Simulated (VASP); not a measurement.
ZnRe: single point with PBEsol

The system is ZnRe.

```
Zn Re
1.0
     2.74822    0.00000    0.00000
    -1.37411    2.38003    0.00000
     0.00000    0.00000    4.49407
Zn Re
1 1
Direct
  0.00000 0.00000 0.00000
  0.33333 0.66667 0.50000
```

- Program: VASP 6.6.1
- Task: single point
- Functional: PBEsol
- Potentials or basis: VASP PAW PBE potentials, release 64 (Zn, Re)
- Cutoff: 520 eV
- k mesh: 16 × 16 × 9
- Occupations: fermi-dirac, width 0.08 eV
- Spin: collinear spin
- Starting moments: [0.0, 0.3] μB
- Fixed moment: 0.3 μB

The pressure is -8.7 GPa and the net moment is 0.30 μB per cell. The site moments are Zn +0.01; Re +0.26 μB and the valence electrons inside the program's atomic spheres are Zn 10.89; Re 5.91.

Stress tensor (GPa, compression positive):
```
-8.75  0.00  0.00
 0.00 -8.75  0.00
 0.00  0.00 -8.65
```

It took 2.1 min on 1 thread of AMD EPYC 9R14 (Zen 4), with other jobs on the host, peak memory 0.23 GiB.

Caveat: the cell stands under tension; the PAW data sets were made with another functional, which shifts forces and pressure a little; the total moment is fixed, so each spin has its own Fermi level.
